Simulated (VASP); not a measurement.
# NaCl (Fm-3m) in VASP: a series of runs

The runs below take NaCl through single point, relaxation of cell and atoms, with PBE+D3(BJ).

Everything below comes from runs of VASP 6.6.1. Logs are shortened: lines on timing, memory, paths and dates and some standing lists are left out, and cuts for length are marked.

## (1) The cell of the first run

Symmetry: Fm-3m, No. 225, cubic system. The conventional cell has a = 5.578 Å, b = 5.578 Å, c = 5.578 Å, α = 90.00°, β = 90.00°, γ = 90.00°. Na (site symmetry m-3m) has 6 Cl at 2.79 Å within 3.7 Å. Within 3.7 Å of Cl (site symmetry m-3m) lie 6 Na at 2.79 Å.

## (2) Single point, PBE+D3(BJ)

INCAR

```
SYSTEM = NaCl
PREC = Accurate
ENCUT = 520
EDIFF = 1E-7
ISMEAR = 0
SIGMA = 0.02
LREAL = .False.
LASPH = .True.
NELM = 60
ALGO = Normal
ISIF = 2
LWAVE = .False.
LCHARG = .False.
GGA = PE
IVDW = 12
NBANDS = 14
```

KPOINTS

```
regular mesh
0
Gamma
  8 8 8
  0 0 0
```

POSCAR

```
NaCl
1.0
    0.0000000000      2.7889071830      2.7889071830
    2.7889071830      0.0000000000      2.7889071830
    2.7889071830      2.7889071830      0.0000000000
Na Cl
1 1
Direct
    0.0000000000      0.0000000000      0.0000000000
    0.5000000000      0.5000000000      0.5000000000
```

Potentials or basis: VASP PAW PBE potentials, release 64 (Na_pv, Cl).

On the command line:

```sh
> cat potpaw_PBE.64/Na_pv/POTCAR potpaw_PBE.64/Cl/POTCAR > POTCAR
> mpirun -np 1 vasp_std > vasp.out
```

OUTCAR:

```text
SYSTEM = NaCl
   PREC = Accurate
   ENCUT = 520
   EDIFF = 1E-7
   ISMEAR = 0
   LREAL = .False.
   LASPH = .True.
   NELM = 60
   ISIF = 2
   GGA = PE
   IVDW = 12
 IVDW          = 12

 ion  position               nearest neighbor table
   1  0.000  0.000  0.000-
   2  0.500  0.500  0.500-

  LATTYP: Found a face centered cubic cell.
 ALAT       =     5.5778143660

  Lattice vectors:

 A1 = (   0.0000000000,   2.7889071830,   2.7889071830)
 A2 = (   2.7889071830,   0.0000000000,   2.7889071830)
 A3 = (   2.7889071830,   2.7889071830,   0.0000000000)

Analysis of symmetry for initial positions (statically):
=====================================================================
 Subroutine PRICEL returns:
 Original cell was already a primitive cell.

 Routine SETGRP: Setting up the symmetry group for a
 face centered cubic supercell.

 Subroutine GETGRP returns: Found 48 space group operations
 (whereof 48 operations were pure point group operations)
 out of a pool of 48 trial point group operations.

The static configuration has the point symmetry O_h .

Analysis of symmetry for dynamics (positions and initial velocities):
=====================================================================
 Subroutine PRICEL returns:
 Original cell was already a primitive cell.

 Routine SETGRP: Setting up the symmetry group for a
 face centered cubic supercell.

 Subroutine GETGRP returns: Found 48 space group operations
 (whereof 48 operations were pure point group operations)
 out of a pool of 48 trial point group operations.

The dynamic configuration has the point symmetry O_h .

 Subroutine INISYM returns: Found 48 space group operations
 (whereof 48 operations are pure point group operations),
 and found     1 'primitive' translations

----------------------------------------------------------------------------------------

                                     Primitive cell

  volume of cell :      43.3843

  direct lattice vectors                    reciprocal lattice vectors
     0.000000000  2.788907183  2.788907183    -0.179281693  0.179281693  0.179281693
     2.788907183  0.000000000  2.788907183     0.179281693 -0.179281693  0.179281693
     2.788907183  2.788907183  0.000000000     0.179281693  0.179281693 -0.179281693

  length of vectors
     3.944110362  3.944110362  3.944110362     0.310525000  0.310525000  0.310525000

  position of ions in fractional coordinates (direct lattice)
     0.000000000  0.000000000  0.000000000
[... 88 lines left out ...]
   PSTRESS=    0.0 pullay stress
   NELECT =      14.0000    total number of electrons
   NUPDOWN=      -1.0000    fix difference up-down
   EMIN   =  10.00;   EMAX   =-10.00  energy-range for DOS
   EFERMI =   0.00;   METHOD = LEGACY
   ISMEAR =     0;   SIGMA  =   0.02  broadening in eV -4-tet -1-fermi 0-gaus
   EFERMI_NEDOS =   21; number of points for ismear=-14 and -15
   IALGO  =     38    algorithm
   IMIX   =      4    mixing-type and parameters
     AMIX     =   0.40;   BMIX     =  1.00
     AMIX_MAG =   1.60;   BMIX_MAG =  1.00
  volume/ion in A,a.u.               =      21.69       146.39
  Fermi-wavevector in a.u.,A,eV,Ry     =   1.122898  2.121969 17.155570  1.260899
  Thomas-Fermi vector in A             =   2.259560
   LORBIT       =      0    0 simple, 1 ext, 2 COOP (PROOUT), +10 PAW based schemes
   GGA     = PE    functional components
   LHFCALC =     F    Hartree Fock is set to
   AEXX    =    0.0000 exact exchange contribution
   IVDW    =    12    specifies the selected vdW correction
   LEPSILON=     F    determine dielectric tensor
   LRPA    =     F    only Hartree local field effects (RPA)
 non-spin polarized calculation
 Gauss-broadening in eV      SIGMA  =   0.02
  energy-cutoff  :      520.00
  volume of cell :       43.38
 maximum number of plane-waves:      1211
 NGX is ok and might be reduce to    30
   NGX = 15   NGY = 15   NGZ = 15

 number of electron      14.0000008 magnetization

 Free energy of the ion-electron system (eV)
  ---------------------------------------------------
  ext. energy  EPLUGINS =         0.00000000
  ---------------------------------------------------
  free energy    TOTEN  =        -6.76331897 eV

  energy without entropy =       -6.76331897  energy(sigma->0) =       -6.76331897

 E-fermi :  -0.3761     XC(G=0):  -8.3092

 val. band max:       -0.5350244106   @ k =   0.0000   0.0000   0.0000
 cond. band min:       4.7039458283   @ k =   0.0000   0.0000   0.0000
 fundamental gap:      5.2389702389
 Fermi energy:        -0.3761256626

 k-point     1 :       0.0000    0.0000    0.0000
  band No.  band energies     occupation
      1     -21.2909      2.00000
      2     -21.2909      2.00000
      3     -21.2909      2.00000
      4     -13.2710      2.00000
      5      -0.5350      2.00000
      6      -0.5350      2.00000
      7      -0.5350      2.00000
      8       4.7039      0.00000
      9      10.6184      0.00000
     10      10.6184      0.00000
     11      10.6184      0.00000
     12      12.8229      0.00000
     13      12.8229      0.00000
     14      14.4857      0.00000
[... 377 lines left out ...]
      1     -21.3183      2.00000
      2     -21.3002      2.00000
      3     -21.2958      2.00000
      4     -12.8647      2.00000
      5      -2.2737      2.00000
      6      -1.3418      2.00000
      7      -0.9723      2.00000
      8       7.8811      0.00000
      9       9.1480      0.00000
     10       9.8675      0.00000
     11      11.3209      0.00000
     12      13.9892      0.00000
     13      15.2990      0.00000
     14      16.2995      0.00000

 [... further k-points ...]

------------------------ aborting loop because EDIFF is reached ----------------------------------------

 Edisp (eV)   -0.44413

 E8    (eV) :    -0.1857

  FORCE on cell =-STRESS in cart. coord.  units (eV):
  Direction    XX          YY          ZZ          XY          YZ          ZX
  --------------------------------------------------------------------------------------
  -------------------------------------------------------------------------------------
  Total      -0.00585    -0.00585    -0.00585     0.00000     0.00000     0.00000
  in kB      -0.21605    -0.21605    -0.21605     0.00000     0.00000     0.00000
  external pressure =       -0.22 kB  Pullay stress =        0.00 kB

 VOLUME and BASIS-vectors are now :
 -----------------------------------------------------------------------------
  energy-cutoff  :      520.00
  volume of cell :       43.38
      direct lattice vectors                 reciprocal lattice vectors
     0.000000000  2.788907183  2.788907183    -0.179281693  0.179281693  0.179281693
     2.788907183  0.000000000  2.788907183     0.179281693 -0.179281693  0.179281693
     2.788907183  2.788907183  0.000000000     0.179281693  0.179281693 -0.179281693

 POSITION                                       TOTAL-FORCE (eV/Angst)
 -----------------------------------------------------------------------------------
      0.00000      0.00000      0.00000        -0.000000     -0.000000     -0.000000
      2.78891      2.78891      2.78891         0.000000      0.000000      0.000000
 -----------------------------------------------------------------------------------
    total drift:                               -0.000000      0.000000      0.000000

  FREE ENERGIE OF THE ION-ELECTRON SYSTEM (eV)
  ---------------------------------------------------
  free  energy   TOTEN  =        -7.2074527539 eV

  energy  without entropy=       -7.2074527539  energy(sigma->0) =       -7.20745275
```

stdout:

```text
POSCAR found type information on POSCAR NaCl
 POSCAR found :  2 types and       2 ions
 scaLAPACK will be used
 LDA part: xc-table for (Slater+PW92), standard interpolation
 POSCAR, INCAR and KPOINTS ok, starting setup
 FFT: planning ... GRIDC
 FFT: planning ... GRID_SOFT
 FFT: planning ... GRID
 WAVECAR not read
 entering main loop
```

Wall time 38 s (1 thread of AMD EPYC 7R13, shared host); peak memory 0.14 GiB.

What came out:

```
Free energy                : -7.2075 eV
Pressure                   : 0.0 GPa
Band gap on the k mesh     : 5.24 eV, direct
Dispersion energy per atom : -0.222 eV
```

## (3) Relaxation of cell and atoms, PBE+D3(BJ)

This run uses another cell than the first one, of 23.08 Å³/atom, 1.064 times its volume.

INCAR

```
SYSTEM = NaCl
  ALGO = Normal
  EDIFF = 1E-7
  EDIFFG = -0.005
  ENCUT = 600
  GGA = PE
  IBRION = 2
  ISIF = 3
  ISMEAR = 0
  IVDW = 12
  LASPH = .TRUE.
  LCHARG = .FALSE.
  LREAL = .FALSE.
  LWAVE = .FALSE.
  NELM = 100
  NSW = 70
  PREC = Accurate
  SIGMA = 0.02
```

KPOINTS

```
k-points
0
G
  8 8 8
  0 0 0
```

POSCAR

```
NaCl
1.0
    0.0000000000      2.8470934358      2.8470934358
    2.8470934358      0.0000000000      2.8470934358
    2.8470934358      2.8470934358      0.0000000000
Na Cl
1 1
Direct
    0.0000000000      0.0000000000      0.0000000000
    0.5000000000      0.5000000000      0.5000000000
```

Potentials or basis: VASP PAW PBE potentials, release 64 (Na_pv, Cl).

On the command line:

```sh
> cat potpaw_PBE.64/Na_pv/POTCAR potpaw_PBE.64/Cl/POTCAR > POTCAR
> mpirun -np 1 vasp_std > vasp.out
```

It took 90 s on 1 thread of AMD EPYC 7R13, shared host; peak memory 0.16 GiB.

It converged, with:

```yaml
Free_energy: -7.2080 eV
Relaxed_volume: 21.70 Å³/atom
Relaxed_cell: a = 3.945 Å, b = 3.945 Å, c = 3.945 Å, α = 60.00°, β = 60.00°, γ = 60.00°
Space_group_after_relaxing_to_0.05_Å: Fm-3m (No. 225)
Energy_gained_by_relaxing: 6.7 meV/atom
Ionic_steps: 4
Pressure_after_relaxing: 0.0 GPa
Band_gap_on_the_k_mesh: 5.24 eV, direct
Dispersion_energy_per_atom: -0.222 eV
```

The path:
```csv
step,energy change (eV),largest force (eV/Å),pressure (GPa),volume (Å³)
1,0.0000,0.0000,-1.48,46.16
2,-0.0101,0.0000,-0.79,44.74
3,-0.0135,0.0000,-0.06,43.51
4,-0.0135,0.0000,0.01,43.41
```

Final structure:
```
Na Cl
1.0
     0.00000    2.78940    2.78940
     2.78940    0.00000    2.78940
     2.78940    2.78940    0.00000
Na Cl
1 1
Direct
  0.00000 0.00000 0.00000
  0.50000 0.50000 0.50000
```

Levels at points of the mesh, in eV from the valence-band top:
```tsv
k point	band 5	band 6	band 7	band 8	band 9	band 10
(0.00, 0.00, 0.00)	0.00	0.00	0.00	5.24	11.15	11.15
(0.50, 0.00, 0.00)	-2.02	-0.28	-0.28	7.33	10.90	11.05
(0.50, 0.50, 0.00)	-1.75	-0.63	-0.63	7.63	8.05	11.56
```
